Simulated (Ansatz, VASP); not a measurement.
ZrO2 in VASP and in Ansatz

```
Zr O
1.0
     3.62082    0.00000    0.00000
     0.00000    3.62082    0.00000
     0.00000    0.00000    5.28315
Zr O
2 4
Direct
  0.00000 0.00000 0.00000
  0.50000 0.50000 0.50000
  0.00000 0.50000 0.19281
  0.00000 0.50000 0.69281
  0.50000 0.00000 0.30719
  0.50000 0.00000 0.80719
```

Alike in both runs: task single point; functional RPBE; k mesh 6 × 6 × 4; occupations gaussian, width 0.05 eV; non-collinear spin, spin-orbit coupling.

```csv
,VASP,Ansatz
version,VASP 6.6.1,Ansatz 0.2.0
potentials or method,"VASP PAW PBE potentials, release 64 (Zr_sv, O), cutoff 600 eV","plane waves, PAW"
valence electrons in the cell,48,48
```

VASP gave:

```
pressure (GPa)                     : 4.4
rms of the force components (eV/Å) : 0.007
```

Question: What did Ansatz give for the same quantities?

Answer: Pressure (GPa): 4.4; rms of the force components (eV/Å): 0.001.

VASP's potentials were made for PBE, not for RPBE. Atom by atom the forces differ by 0.008 eV/Å (rms over components). With one functional, cell and mesh, what is left measures potentials, basis and numerics.
